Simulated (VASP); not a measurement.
Crystal: Ta.

```
Ta
1.0
     0.00000    2.08000    2.08000
     2.08000    0.00000    2.08000
     2.08000    2.08000    0.00000
Ta
1
Direct
  0.00000 0.00000 0.00000
```

This isn't the form of Ta at room conditions, which is bcc.

```yaml
Program: VASP 6.6.1
Task: relaxation of cell and atoms
Functional: PBEsol
Potentials_or_basis: VASP PAW PBE potentials, release 64 (Ta_pv)
Cutoff: 500 eV
k_mesh: 9 × 9 × 9
Occupations: methfessel-paxton, width 0.05 eV
Spin: no spin polarisation
```

At the start: pressure 3.0 GPa; volume 18.00 Å³/atom.

Problem. How do energy, volume and symmetry change on relaxing?

Solution. Over 3 steps the energy falls by 2.3 meV/atom and the volume is 18.24 Å³/atom (+1.4 %); space group Fm-3m (No. 225, to 0.1 Å) before and after.

The path:
```csv
step,energy change (eV),largest force (eV/Å),pressure (GPa),volume (Å³)
1,0.0000,0.0000,3.01,18.00
2,0.0125,0.0000,-7.03,18.89
3,-0.0023,0.0000,-0.03,18.24
```

Final structure:
```xyz
1
Lattice="0.0000 2.0895 2.0895 2.0895 0.0000 2.0895 2.0895 2.0895 0.0000" Properties=species:S:1:pos:R:3 pbc="T T T"
Ta    0.0000    0.0000    0.0000
```

Caveat: the PAW data sets were made with another functional, which shifts forces and pressure a little.
